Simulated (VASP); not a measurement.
W, 1 atom in the cell. It takes space group Im-3m (No. 229, cubic). Conventional cell: a = 3.143 Å, b = 3.143 Å, c = 3.143 Å, α = 90.00°, β = 90.00°, γ = 90.00°. W (site symmetry m-3m) has 14 W at 2.72 to 3.14 Å within 3.6 Å. 

* Program: VASP 6.6.1
* Task: single point
* Functional: RPBE
* Potentials or basis: VASP PAW PBE potentials, release 64 (W_sv)
* Cutoff: 520 eV
* k mesh: 12 × 12 × 12
* Occupations: fermi-dirac, width 0.05 eV
* Spin: no spin polarisation
* Dipole correction: no
* Further INCAR settings: ALGO = Normal; EDIFF = 1e-06; NBANDS = 13

Potentials or basis: VASP PAW PBE potentials, release 64 (W_sv).

Run with:

```sh
$ cat potpaw_PBE.64/W_sv/POTCAR > POTCAR
$ mpirun -np 1 vasp_std > vasp.out
```

Hardware: 1 thread of Intel(R) Xeon(R) Platinum 8259CL CPU @ 2.50GHz (Skylake/Cascade Lake), on a shared host.

Problem. How long does it take, and how much memory?

Solution. Run time: 17 s on 1 thread of Intel(R) Xeon(R) Platinum 8259CL CPU @ 2.50GHz (Skylake/Cascade Lake), on a shared host, peak memory 0.13 GiB. Counts: scf iterations 11, k points 72.
